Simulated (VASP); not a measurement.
# HfPdSe3 (Pm-3m) in VASP: single point with PBE

Aim: the single point of HfPdSe3 with PBE.

Program: VASP 6.6.1. These are calculated values, not measurements. Logs are shortened: lines on timing, memory, paths and dates and some standing lists are left out, and cuts for length are marked.

### 1 The cell of the first run

It takes space group Pm-3m (No. 221, cubic). The conventional cell has a = 5.182 Å, b = 5.182 Å, c = 5.182 Å, α = 90.00°, β = 90.00°, γ = 90.00°. Hf (site symmetry m-3m) has 6 Se at 2.59 Å within 3.4 Å. Pd (site symmetry m-3m) has 12 Se at 3.66 Å and 8 Hf at 4.49 Å within 4.8 Å. Se (site symmetry 4/mmm) has 2 Hf at 2.59 Å within 3.4 Å.

The cell was built from a structure type or drawn by symmetry, and may not be a known phase.

### 2 Single point, PBE

INCAR

```
SYSTEM = HfPdSe3
PREC = Accurate ; ENCUT = 520
EDIFF = 1E-6 ; ISMEAR = 0
SIGMA = 0.1 ; LREAL = .False.
LASPH = .True. ; NELM = 80
ALGO = Normal ; ISIF = 2
LWAVE = .False. ; LCHARG = .False.
GGA = PE ; NBANDS = 27
```

KPOINTS

```
Automatic mesh
0
Gamma
  4 4 4
  0 0 0
```

POSCAR

```
HfPdSe3
1.0
    5.1821115500      0.0000000000      0.0000000000
    0.0000000000      5.1821115500      0.0000000000
    0.0000000000      0.0000000000      5.1821115500
Hf Pd Se
1 1 3
Direct
    0.0000000000      0.0000000000      0.0000000000
    0.5000000000      0.5000000000      0.5000000000
    0.5000000000      0.0000000000      0.0000000000
    0.0000000000      0.5000000000      0.0000000000
    0.0000000000      0.0000000000      0.5000000000
```

Potentials or basis: VASP PAW PBE potentials, release 64 (Hf_pv, Pd, Se).

On the command line:

```sh
$ cat potpaw_PBE.64/Hf_pv/POTCAR potpaw_PBE.64/Pd/POTCAR potpaw_PBE.64/Se/POTCAR > POTCAR
$ mpirun -np 1 vasp_std > vasp.out
```

OUTCAR:

```text
SYSTEM = HfPdSe3
   PREC = Accurate
   ENCUT = 520
   EDIFF = 1E-6
   ISMEAR = 0
   LREAL = .False.
   LASPH = .True.
   NELM = 80
   ISIF = 2
   GGA = PE

 ion  position               nearest neighbor table
   1  0.000  0.000  0.000-   3 2.59   4 2.59   5 2.59   5 2.59   4 2.59   3 2.59
   2  0.500  0.500  0.500-
   3  0.500  0.000  0.000-   1 2.59   1 2.59
   4  0.000  0.500  0.000-   1 2.59   1 2.59
   5  0.000  0.000  0.500-   1 2.59   1 2.59

  LATTYP: Found a simple cubic cell.
 ALAT       =     5.1821115500

  Lattice vectors:

 A1 = (   5.1821115500,   0.0000000000,   0.0000000000)
 A2 = (   0.0000000000,   5.1821115500,   0.0000000000)
 A3 = (   0.0000000000,   0.0000000000,   5.1821115500)

Analysis of symmetry for initial positions (statically):
=====================================================================
 Subroutine PRICEL returns:
 Original cell was already a primitive cell.

 Routine SETGRP: Setting up the symmetry group for a
 simple cubic supercell.

 Subroutine GETGRP returns: Found 48 space group operations
 (whereof 48 operations were pure point group operations)
 out of a pool of 48 trial point group operations.

The static configuration has the point symmetry O_h .

Analysis of symmetry for dynamics (positions and initial velocities):
=====================================================================
 Subroutine PRICEL returns:
 Original cell was already a primitive cell.

 Routine SETGRP: Setting up the symmetry group for a
 simple cubic supercell.

 Subroutine GETGRP returns: Found 48 space group operations
 (whereof 48 operations were pure point group operations)
 out of a pool of 48 trial point group operations.

The dynamic configuration has the point symmetry O_h .

 Subroutine INISYM returns: Found 48 space group operations
 (whereof 48 operations are pure point group operations),
 and found     1 'primitive' translations

----------------------------------------------------------------------------------------

                                     Primitive cell

  volume of cell :     139.1619

  direct lattice vectors                    reciprocal lattice vectors
     5.182111550  0.000000000  0.000000000     0.192971531  0.000000000  0.000000000
     0.000000000  5.182111550  0.000000000     0.000000000  0.192971531  0.000000000
     0.000000000  0.000000000  5.182111550     0.000000000  0.000000000  0.192971531

  length of vectors
     5.182111550  5.182111550  5.182111550     0.192971531  0.192971531  0.192971531

[... 74 lines left out ...]
   NSW    =      0    number of steps for IOM
   IBRION =     -1    ionic relax: 0-MD 1-quasi-New 2-CG
   NFREE  =      0    steps in history (QN), initial steepest desc. (CG)
   ISIF   =      2    stress and relaxation
   ISYM   =      2    0-nonsym 1-usesym 2-fastsym
   POTIM  = 0.5000    time-step for ionic-motion
   TEBEG  =    0.0;   TEEND  =   0.0 temperature during run
   PSTRESS=    0.0 pullay stress
   NELECT =      38.0000    total number of electrons
   NUPDOWN=      -1.0000    fix difference up-down
   EMIN   =  10.00;   EMAX   =-10.00  energy-range for DOS
   EFERMI =   0.00;   METHOD = LEGACY
   ISMEAR =     0;   SIGMA  =   0.10  broadening in eV -4-tet -1-fermi 0-gaus
   EFERMI_NEDOS =   21; number of points for ismear=-14 and -15
   IALGO  =     38    algorithm
   IMIX   =      4    mixing-type and parameters
     AMIX     =   0.40;   BMIX     =  1.00
     AMIX_MAG =   1.60;   BMIX_MAG =  1.00
  volume/ion in A,a.u.               =      27.83       187.82
  Fermi-wavevector in a.u.,A,eV,Ry     =   1.062093  2.007065 15.347941  1.128042
  Thomas-Fermi vector in A             =   2.197532
   LORBIT       =      0    0 simple, 1 ext, 2 COOP (PROOUT), +10 PAW based schemes
   GGA     = PE    functional components
   LHFCALC =     F    Hartree Fock is set to
   AEXX    =    0.0000 exact exchange contribution
   IVDW    =     0    specifies the selected vdW correction
   LEPSILON=     F    determine dielectric tensor
   LRPA    =     F    only Hartree local field effects (RPA)
 non-spin polarized calculation
 Gauss-broadening in eV      SIGMA  =   0.10
  energy-cutoff  :      520.00
  volume of cell :      139.16
 maximum number of plane-waves:      3840
 NGX is ok and might be reduce to    40
   NGX = 19   NGY = 19   NGZ = 19

 number of electron      38.0000016 magnetization

 Free energy of the ion-electron system (eV)
  ---------------------------------------------------
  ext. energy  EPLUGINS =         0.00000000
  ---------------------------------------------------
  free energy    TOTEN  =       -25.95133943 eV

  energy without entropy =      -25.89449395  energy(sigma->0) =      -25.92291669

 E-fermi :   2.2476     XC(G=0):  -9.1514

 val. band max:        2.1757393997   @ k =   0.5000   0.0000   0.0000
 cond. band min:       2.2485451828   @ k =   0.5000   0.5000   0.2500
 fundamental gap:      0.0728057831
 Fermi energy:         2.2476415059

 k-point     1 :       0.0000    0.0000    0.0000
  band No.  band energies     occupation
      1     -28.8558      2.00000
      2     -28.8558      2.00000
      3     -28.8558      2.00000
      4     -10.8938      2.00000
      5      -9.7761      2.00000
      6      -9.7761      2.00000
[... 289 lines left out ...]
     26       8.7051      0.00000
     27       8.7051      0.00000

------------------------ aborting loop because EDIFF is reached ----------------------------------------

  FORCE on cell =-STRESS in cart. coord.  units (eV):
  Direction    XX          YY          ZZ          XY          YZ          ZX
  --------------------------------------------------------------------------------------
  -------------------------------------------------------------------------------------
  Total       -1.1712874     -1.1712874     -1.1712874      0.0000000      0.0000000      0.0000000
  in kB      -13.4850878    -13.4850878    -13.4850878      0.0000000      0.0000000      0.0000000
  external PRESSURE =     -13.4850878 kB  Pullay stress =       0.0000000 kB

 VOLUME and BASIS-vectors are now :
 -----------------------------------------------------------------------------
  energy-cutoff  :      520.00
  volume of cell :      139.16
      direct lattice vectors                 reciprocal lattice vectors
     5.182111550  0.000000000  0.000000000     0.192971531  0.000000000  0.000000000
     0.000000000  5.182111550  0.000000000     0.000000000  0.192971531  0.000000000
     0.000000000  0.000000000  5.182111550     0.000000000  0.000000000  0.192971531

 POSITION                                       TOTAL-FORCE (eV/Angst)
 -----------------------------------------------------------------------------------
      0.00000      0.00000      0.00000         0.000000      0.000000      0.000000
      2.59106      2.59106      2.59106         0.000000      0.000000      0.000000
      2.59106      0.00000      0.00000         0.000000      0.000000      0.000000
      0.00000      2.59106      0.00000         0.000000      0.000000      0.000000
      0.00000      0.00000      2.59106         0.000000      0.000000      0.000000
 -----------------------------------------------------------------------------------
    total drift:                               -0.000000      0.000000     -0.000000

  FREE ENERGIE OF THE ION-ELECTRON SYSTEM (eV)
  ---------------------------------------------------
  free  energy   TOTEN  =       -25.9513394293 eV

  energy  without entropy=      -25.8944939485  energy(sigma->0) =      -25.92291669
```

Wall time 81 s (1 thread of Intel Xeon 8259CL, shared host); peak memory 0.26 GiB.

What came out:

| Quantity | Value |
| --- | --- |
| Free energy | -25.9513 eV |
| Pressure | -1.3 GPa |
| Band gap on the k mesh | zero (bands 19 and 20 overlap by 0.70 eV) |

Caveat: spin-orbit coupling is left out, which moves the levels of the heavy elements.
